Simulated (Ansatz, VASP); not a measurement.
Two plane-wave programs on Ta2Ag

INCAR

```
PREC = Accurate ; ENCUT = 600
EDIFF = 1E-6 ; ISMEAR = 0
SIGMA = 0.1 ; LREAL = F
LASPH = T ; NELM = 80
ALGO = Fast ; ISIF = 3
LWAVE = F ; LCHARG = F
GGA = PE ; IBRION = 2
NSW = 100 ; EDIFFG = -0.01
```

The input KPOINTS:

```
regular mesh
0
Gamma
  8 8 8
```

Contents of POSCAR:

```
Ta2Ag
1.0
    0.0000000000      3.8684229297      3.8684229297
    3.8684229297      0.0000000000      3.8684229297
    3.8684229297      3.8684229297      0.0000000000
Ta Ag
4 2
Direct
    0.1250000000      0.1250000000      0.1250000000
    0.6250000000      0.1250000000      0.1250000000
    0.1250000000      0.1250000000      0.6250000000
    0.1250000000      0.6250000000      0.1250000000
    0.5000000000      0.5000000000      0.5000000000
    0.7500000000      0.7500000000      0.7500000000
```

Input for Ansatz:

```yaml
crystal:
  lattice:
    - [0.0, 3.8684229297, 3.8684229297]
    - [3.8684229297, 0.0, 3.8684229297]
    - [3.8684229297, 3.8684229297, 0.0]
  atoms:
    - { symbol: Ta, position: [0.125, 0.125, 0.125] }
    - { symbol: Ta, position: [0.625, 0.125, 0.125] }
    - { symbol: Ta, position: [0.125, 0.125, 0.625] }
    - { symbol: Ta, position: [0.125, 0.625, 0.125] }
    - { symbol: Ag, position: [0.5, 0.5, 0.5] }
    - { symbol: Ag, position: [0.75, 0.75, 0.75] }
basis:
  ecutwfc: 420
kpoints:
  mp_grid: { grid: [8, 8, 8] }
hamiltonian:
  xc: pbe
scf:
  occupations: { method: gaussian, width: 0.1 }
output:
  forces: true
  stress: true
  eigenvalues: true
relax:
  adjacent_minimum: "off"
  f_tol: 0.01
  max_steps: 80
  cell: { stress_tol: 0.05 }
```

Alike in both runs: task relaxation of cell and atoms; functional PBE; k mesh 8 × 8 × 8; occupations gaussian, width 0.1 eV; no spin polarisation.

|  | VASP | Ansatz |
| --- | --- | --- |
| version | VASP 6.6.1 | Ansatz 0.2.0 |
| potentials or method | VASP PAW PBE potentials, release 64 (Ta_pv, Ag), cutoff 600 eV | scalar-relativistic, plane waves, PAW |
| valence electrons in the cell | 66 | 90 |

VASP gave:

- gap on the k mesh at the Fermi level, each at its own relaxed structure (eV): none
- relaxed volume (Å³/atom): 19.24
- relaxed cell length with the largest relative difference (Å): 5.466

Question: Which values does Ansatz return?

Answer: gap on the k mesh at the Fermi level, each at its own relaxed structure (eV): none; relaxed volume (Å³/atom): 19.22; relaxed cell length with the largest relative difference (Å): 5.464.

A gap of «none» marks a metal or a gap that the smearing closes. VASP's potentials hold 66 valence electrons a cell and Ansatz's 90, so a difference there can come from the potentials and not from the codes.

Neither program's run includes spin-orbit coupling.
